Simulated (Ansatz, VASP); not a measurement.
## SnPb5O6: VASP beside Ansatz

```
CELL_PARAMETERS angstrom
4.02338 0.00000 0.00000
0.00000 4.02338 0.00000
0.00000 0.00000 16.34013
ATOMIC_POSITIONS crystal
Sn 0.00000 0.00000 0.73933
Pb 0.00000 0.00000 0.06808
Pb 0.00000 0.00000 0.40717
Pb 0.50000 0.50000 0.26009
Pb 0.50000 0.50000 0.59807
Pb 0.50000 0.50000 0.92101
O 0.00000 0.50000 0.99553
O 0.00000 0.50000 0.33459
O 0.00000 0.50000 0.67300
O 0.50000 0.00000 0.99553
O 0.50000 0.00000 0.33459
O 0.50000 0.00000 0.67300
```

Alike in both runs: functional PBE; k mesh 4 × 4 × 1; occupations gaussian, width 0.1 eV; no spin polarisation.

Ansatz relaxed the structure, and its values are those at the end. VASP's run is a single point on that final structure, the one shown.

|  | VASP | Ansatz |
| --- | --- | --- |
| version | VASP 6.6.1 | Ansatz 0.2.0 |
| potentials or method | VASP PAW PBE potentials, release 64 (Sn_d, Pb_d, O), cutoff 520 eV | scalar-relativistic, plane waves, PAW |
| valence electrons in the cell | 120 | 120 |

VASP gave:

```
gap on the k mesh at the Fermi level (eV) : 1.46
least direct gap on the mesh (eV)         : 1.51
pressure (GPa)                            : 0.1
rms of the force components (eV/Å)        : 0.018
```

Question: Which values does Ansatz return?

Answer: gap on the k mesh at the Fermi level (eV): 1.46; least direct gap on the mesh (eV): 1.53; pressure (GPa): 0.1; rms of the force components (eV/Å): 0.001.

Neither program's run includes spin-orbit coupling.
